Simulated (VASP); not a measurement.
# Zr5N (P-6m2) in VASP: further runs

Runs on Zr5N. Level: PBE. Tasks: relaxation of cell and atoms, single point.

All numbers are computed with VASP 6.6.1; they aren't measurements. Logs are shortened: lines on timing, memory, paths and dates and some standing lists are left out, and cuts for length are marked.

**1. The cell of the first run**

It takes space group P-6m2 (No. 187, hexagonal). Conventional cell: a = 3.176 Å, b = 3.176 Å, c = 13.577 Å, α = 90.00°, β = 90.00°, γ = 120.00°. Within 3.1 Å of Zr (site symmetry 3m) lie 3 N at 2.34 Å and 1 Zr at 2.92 Å. Zr (site symmetry 3m) has 12 Zr at 3.18 to 3.26 Å and 1 N at 4.15 Å within 4.2 Å. Zr (site symmetry -6m2) has 12 Zr at 3.18 to 3.21 Å within 4.2 Å. Within 3.1 Å of N (site symmetry -6m2) lie 6 Zr at 2.34 Å.

**2. Relaxation of cell and atoms, PBE**

Contents of INCAR:

```
ALGO = Normal ; EDIFF = 1E-7
EDIFFG = -0.04 ; ENCUT = 600
GGA = PE ; IBRION = 2
ISIF = 3 ; ISMEAR = 0
LASPH = True ; LCHARG = False
LREAL = False ; LWAVE = False
NELM = 80 ; NSW = 90
PREC = Accurate ; SIGMA = 0.1
```

Contents of KPOINTS:

```
k-points
0
Gamma
  6 6 2
```

Contents of POSCAR:

```
Zr5N
1.0
    3.1756460297      0.0000000000      0.0000000000
   -1.5878230148      2.7501901351      0.0000000000
    0.0000000000      0.0000000000     13.5768709567
Zr N
5 1
Direct
    0.6666666667      0.3333333333      0.8924889557
    0.3333333333      0.6666666667      0.6942218402
    0.6666666667      0.3333333333      0.5000000000
    0.3333333333      0.6666666667      0.3057781598
    0.6666666667      0.3333333333      0.1075110443
    0.3333333333      0.6666666667      0.0000000000
```

Potentials or basis: VASP PAW PBE potentials, release 64 (Zr_sv, N).

On the command line:

```sh
$ cat potpaw_PBE.64/Zr_sv/POTCAR potpaw_PBE.64/N/POTCAR > POTCAR
$ mpirun -np 1 vasp_std > vasp.out
```

OUTCAR:

```text
EDIFF = 1E-7
   EDIFFG = -0.04
   ENCUT = 600
   GGA = PE
   IBRION = 2
   ISIF = 3
   ISMEAR = 0
   LASPH = True
   LREAL = False
   NELM = 80
   NSW = 90
   PREC = Accurate

 ion  position               nearest neighbor table
   1  0.667  0.333  0.892-   6 2.34   6 2.34   6 2.34   5 2.92   2 3.26   2 3.26   2 3.26
   2  0.333  0.667  0.694-   3 3.21   3 3.21   3 3.21   1 3.26   1 3.26   1 3.26
   3  0.667  0.333  0.500-   2 3.21   4 3.21   2 3.21   4 3.21   2 3.21   4 3.21
   4  0.333  0.667  0.306-   3 3.21   3 3.21   3 3.21   5 3.26   5 3.26   5 3.26
   5  0.667  0.333  0.108-   6 2.34   6 2.34   6 2.34   1 2.92   4 3.26   4 3.26   4 3.26
   6  0.333  0.667  0.000-   1 2.34   5 2.34   1 2.34   5 2.34   1 2.34   5 2.34

  LATTYP: Found a hexagonal cell.
 ALAT       =     3.1756460297
 C/A-ratio  =     4.2753099148

  Lattice vectors:

 A1 = (   3.1756460297,   0.0000000000,   0.0000000000)
 A2 = (  -1.5878230148,   2.7501901351,   0.0000000000)
 A3 = (   0.0000000000,   0.0000000000,  13.5768709567)

Analysis of symmetry for initial positions (statically):
=====================================================================
 Subroutine PRICEL returns:
 Original cell was already a primitive cell.

 Routine SETGRP: Setting up the symmetry group for a
 hexagonal supercell.

 Subroutine GETGRP returns: Found 12 space group operations
 (whereof 12 operations were pure point group operations)
 out of a pool of 24 trial point group operations.

The static configuration has the point symmetry D_3h.

Analysis of symmetry for dynamics (positions and initial velocities):
=====================================================================
 Subroutine PRICEL returns:
 Original cell was already a primitive cell.

 Routine SETGRP: Setting up the symmetry group for a
 hexagonal supercell.

 Subroutine GETGRP returns: Found 12 space group operations
 (whereof 12 operations were pure point group operations)
 out of a pool of 24 trial point group operations.

The dynamic configuration has the point symmetry D_3h.

 Subroutine INISYM returns: Found 12 space group operations
 (whereof 12 operations are pure point group operations),
 and found     1 'primitive' translations

----------------------------------------------------------------------------------------

                                     Primitive cell

  volume of cell :     118.5754

  direct lattice vectors                    reciprocal lattice vectors
     3.175646030  0.000000000  0.000000000     0.314896557  0.181805612  0.000000000
    -1.587823015  2.750190135  0.000000000     0.000000000  0.363611224  0.000000000
     0.000000000  0.000000000 13.576870957     0.000000000  0.000000000  0.073654674

  length of vectors
     3.175646030  3.175646030 13.576870957     0.363611224  0.363611224  0.073654674

  position of ions in fractional coordinates (direct lattice)
     0.666666667  0.333333333  0.892488956
     0.333333333  0.666666667  0.694221840
     0.666666667  0.333333333  0.500000000
     0.333333333  0.666666667  0.305778160
     0.666666667  0.333333333  0.107511044
     0.333333333  0.666666667  0.000000000

  ion indices of the primitive-cell ions
   primitive index   ion index
                 1           1
                 2           2
                 3           3
                 4           4
                 5           5
                 6           6

----------------------------------------------------------------------------------------

 KPOINTS: k-points

Automatic generation of k-mesh.
 Grid dimensions read from file:
 generate k-points for:    6    6    2

 Generating k-lattice:

  Cartesian coordinates                     Fractional coordinates (reciprocal lattice)
     0.052482759  0.030300935  0.000000000     0.166666667  0.000000000  0.000000000
     0.000000000  0.060601871  0.000000000     0.000000000  0.166666667  0.000000000
     0.000000000  0.000000000  0.036827337     0.000000000  0.000000000  0.500000000

  Length of vectors
     0.060601871  0.060601871  0.036827337

  Shift w.r.t. Gamma in fractional coordinates (k-lattice)
     0.000000000  0.000000000  0.000000000

 Subroutine IBZKPT returns following result:
 ===========================================

 Found     14 irreducible k-points:

 Following reciprocal coordinates:
            Coordinates               Weight
  0.000000  0.000000  0.000000      1.000000
  0.166667 -0.000000  0.000000      6.000000
  0.333333 -0.000000  0.000000      6.000000
  0.500000 -0.000000  0.000000      3.000000
  0.166667  0.166667  0.000000      6.000000
  0.333333  0.166667  0.000000     12.000000
  0.333333  0.333333  0.000000      2.000000
  0.000000  0.000000  0.500000      1.000000
  0.166667 -0.000000  0.500000      6.000000
  0.333333 -0.000000  0.500000      6.000000
  0.500000 -0.000000  0.500000      3.000000
  0.166667  0.166667  0.500000      6.000000
  0.333333  0.166667  0.500000     12.000000
  0.333333  0.333333  0.500000      2.000000
   k-points           NKPTS =     14   k-points in BZ     NKDIM =     14   number of bands    NBANDS=     39
   number of dos      NEDOS =    301   number of ions     NIONS =      6
   total plane-waves  NPLWV =  84672
   dimension x,y,z NGX =    28 NGY =   28 NGZ =  108
   dimension x,y,z NGXF=    56 NGYF=   56 NGZF=  216
   ions per type =               5   1
   NGX,Y,Z   is equivalent  to a cutoff of  14.66, 14.66, 13.22 a.u.
   NGXF,Y,Z  is equivalent  to a cutoff of  29.32, 29.32, 26.45 a.u.
 SYSTEM =  unknown system
   PREC   = accura    normal or accurate (medium, high low for compatibility)
   ISTART =      0    job   : 0-new  1-cont  2-samecut
   ICHARG =      2    charge: 1-file 2-atom 10-const
   ISPIN  =      1    spin polarized calculation?
   LNONCOLLINEAR =      F non collinear calculations
   LSORBIT =      F    spin-orbit coupling
   LASPH  =      T    aspherical Exc in radial PAW
   ENCUT  =  600.0 eV  44.10 Ry    6.64 a.u.   6.34  6.34 27.12*2*pi/ulx,y,z
   NELM   =     80;   NELMIN=  2; NELMDL= -5     # of ELM steps
   EDIFF  = 0.1E-06   stopping-criterion for ELM
   LREAL  =      F    real-space projection
   EDIFFG = -.4E-01   stopping-criterion for IOM
   NSW    =     90    number of steps for IOM
   IBRION =      2    ionic relax: 0-MD 1-quasi-New 2-CG
   NFREE  =      1    steps in history (QN), initial steepest desc. (CG)
   ISIF   =      3    stress and relaxation
   ISYM   =      2    0-nonsym 1-usesym 2-fastsym
   POTIM  = 0.5000    time-step for ionic-motion
   TEBEG  =    0.0;   TEEND  =   0.0 temperature during run
   PSTRESS=    0.0 pullay stress
   NELECT =      65.0000    total number of electrons
   NUPDOWN=      -1.0000    fix difference up-down
   EMIN   =  10.00;   EMAX   =-10.00  energy-range for DOS
   EFERMI =   0.00;   METHOD = LEGACY
   ISMEAR =     0;   SIGMA  =   0.10  broadening in eV -4-tet -1-fermi 0-gaus
   EFERMI_NEDOS =   21; number of points for ismear=-14 and -15
   IALGO  =     38    algorithm
   IMIX   =      4    mixing-type and parameters
     AMIX     =   0.40;   BMIX     =  1.00
     AMIX_MAG =   1.60;   BMIX_MAG =  1.00
  volume/ion in A,a.u.               =      19.76       133.36
  Fermi-wavevector in a.u.,A,eV,Ry     =   1.339824  2.531900 24.424207  1.795129
  Thomas-Fermi vector in A             =   2.468185
   LORBIT       =      0    0 simple, 1 ext, 2 COOP (PROOUT), +10 PAW based schemes
   GGA     = PE    functional components
   LHFCALC =     F    Hartree Fock is set to
   AEXX    =    0.0000 exact exchange contribution
   IVDW    =     0    specifies the selected vdW correction
   LEPSILON=     F    determine dielectric tensor
   LRPA    =     F    only Hartree local field effects (RPA)
 conjugate gradient relaxation of ions
 non-spin polarized calculation
 Gauss-broadening in eV      SIGMA  =   0.10
  energy-cutoff  :      600.00
  volume of cell :      118.58
 maximum number of plane-waves:      3977
 NGX is ok and might be reduce to    28
   NGX = 13   NGY = 13   NGZ = 55

--------------------------------------- Ionic step        1  -------------------------------------------

 number of electron      65.0000001 magnetization

 Free energy of the ion-electron system (eV)
  ---------------------------------------------------
  ext. energy  EPLUGINS =         0.00000000
  ---------------------------------------------------
  free energy    TOTEN  =       -53.32189086 eV

  energy without entropy =      -53.28957438  energy(sigma->0) =      -53.30573262

------------------------ aborting loop because EDIFF is reached ----------------------------------------

  FORCE on cell =-STRESS in cart. coord.  units (eV):
  Direction    XX          YY          ZZ          XY          YZ          ZX
  --------------------------------------------------------------------------------------
  -------------------------------------------------------------------------------------
  Total       -0.3416155     -0.3416155      0.8750741     -0.0000000      0.0000000     -0.0000000
  in kB       -4.6158715     -4.6158715     11.8239045     -0.0000000      0.0000000     -0.0000000
  external PRESSURE =       0.8640538 kB  Pullay stress =       0.0000000 kB
[... 105 lines left out ...]
  energy  without entropy=      -53.2962921588  energy(sigma->0) =      -53.31126532

--------------------------------------- Ionic step        4  -------------------------------------------

 number of electron      65.0000000 magnetization

 Free energy of the ion-electron system (eV)
  ---------------------------------------------------
  ext. energy  EPLUGINS =         0.00000000
  ---------------------------------------------------
  free energy    TOTEN  =       -53.32661094 eV

  energy without entropy =      -53.29612268  energy(sigma->0) =      -53.31136681

 E-fermi :   9.1742     XC(G=0): -11.3299

 val. band max:        9.1577889217   @ k =   0.3333  -0.0000   0.5000
 cond. band min:       9.2315226050   @ k =   0.1667  -0.0000   0.5000
 fundamental gap:      0.0737336834
 Fermi energy:         9.1741900098

 k-point     1 :       0.0000    0.0000    0.0000
  band No.  band energies     occupation
      1     -39.5496      2.00000
      2     -39.4931      2.00000
      3     -39.4434      2.00000
      4     -39.3924      2.00000
      5     -39.3898      2.00000
      6     -17.9850      2.00000
[... 610 lines left out ...]
  FREE ENERGIE OF THE ION-ELECTRON SYSTEM (eV)
  ---------------------------------------------------
  free  energy   TOTEN  =       -53.3266109363 eV

  energy  without entropy=      -53.2961226776  energy(sigma->0) =      -53.31136681

 reached required accuracy - stopping structural energy minimisation
```

It took 4.9 min on 1 thread of Intel Xeon Platinum 8375C at 2.90GHz (Ice Lake), shared host; peak memory 0.32 GiB.

What came out:

* Free energy: -53.3266 eV
* Relaxed volume: 19.71 Å³/atom
* Relaxed cell: a = 3.160 Å, b = 3.160 Å, c = 13.678 Å, α = 90.00°, β = 90.00°, γ = 120.00°
* Space group after relaxing (to 0.05 Å): P-6m2 (No. 187)
* Energy gained by relaxing: 0.8 meV/atom
* Ionic steps: 4
* Pressure after relaxing: 0.3 GPa
* Largest force after relaxing: 0.003 eV/Å

Forces on the atoms (eV/Å):
```
Zr   0.000  0.000 -0.003
Zr   0.000  0.000  0.003
Zr   0.000  0.000  0.000
Zr   0.000  0.000 -0.003
Zr   0.000  0.000  0.003
N    0.000  0.000  0.000
```

Step by step:
| step | energy change (eV) | largest force (eV/Å) | pressure (GPa) | volume (Å³) |
| --- | --- | --- | --- | --- |
| 1 | 0.0000 | 0.0578 | 0.09 | 118.58 |
| 2 | -0.0043 | 0.0941 | -0.23 | 118.75 |
| 3 | -0.0043 | 0.0972 | -0.24 | 118.76 |
| 4 | -0.0047 | 0.0034 | 0.30 | 118.29 |

Final structure:
```
Zr N
1.0
     3.16006    0.00000    0.00000
    -1.58003    2.73670    0.00000
     0.00000    0.00000   13.67759
Zr N
5 1
Direct
  0.66667 0.33333 0.89283
  0.33333 0.66667 0.69390
  0.66667 0.33333 0.50000
  0.33333 0.66667 0.30610
  0.66667 0.33333 0.10717
  0.33333 0.66667 0.00000
```

Caveat: the k points lie up to 0.38 Å⁻¹ apart in the final cell.

(Part 1 of 2 ends here.)
